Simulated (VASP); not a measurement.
A run of VASP 6.6.1 is set up as follows.

INCAR

```
SYSTEM = Te2Mo
PREC     = Accurate       ! precision mode
ENCUT    = 520            ! plane-wave cutoff, eV
EDIFF    = 1E-6           ! SCF threshold, eV
ISMEAR   = -1             ! smearing method
SIGMA    = 0.05           ! smearing width, eV
LREAL    = .False.        ! projectors in reciprocal space
LASPH    = .True.         ! aspherical terms in the spheres
NELM     = 80             ! most SCF steps
ALGO     = Normal         ! electronic algorithm
ISIF     = 2              ! what is computed and relaxed
LWAVE    = .False.        ! write WAVECAR
LCHARG   = .False.        ! write CHGCAR
GGA      = PS             ! functional
NBANDS   = 20             ! bands
```

The input KPOINTS:

```
regular mesh
0
Gamma
  9 9 2
  0 0 0
```

File POSCAR:

```
Te2Mo
1.0
    3.5363379141      0.0000000000      0.0000000000
   -1.7681689570      3.0625584699      0.0000000000
    0.0000000000      0.0000000000     17.4064431499
Te Mo
2 1
Direct
    0.3333333333      0.6666666667      0.1021445500
    0.3333333333      0.6666666667      0.8978554500
    0.0000000000      0.0000000000      0.0000000000
```

Potentials or basis: VASP PAW PBE potentials, release 64 (Te, Mo_sv).

Launch:

```console
$ cat potpaw_PBE.64/Te/POTCAR potpaw_PBE.64/Mo_sv/POTCAR > POTCAR
$ mpirun -np 1 vasp_std > vasp.out
```

(1) Predict the largest force.

(2) What does it give for the band gap on the k mesh?

Results:

(1) 0.148 eV/Å.

(2) 1.08 eV, direct.

Caveat: the PAW data sets were made with another functional, which shifts forces and pressure a little; spin-orbit coupling is left out, which moves the levels of the heavy elements.
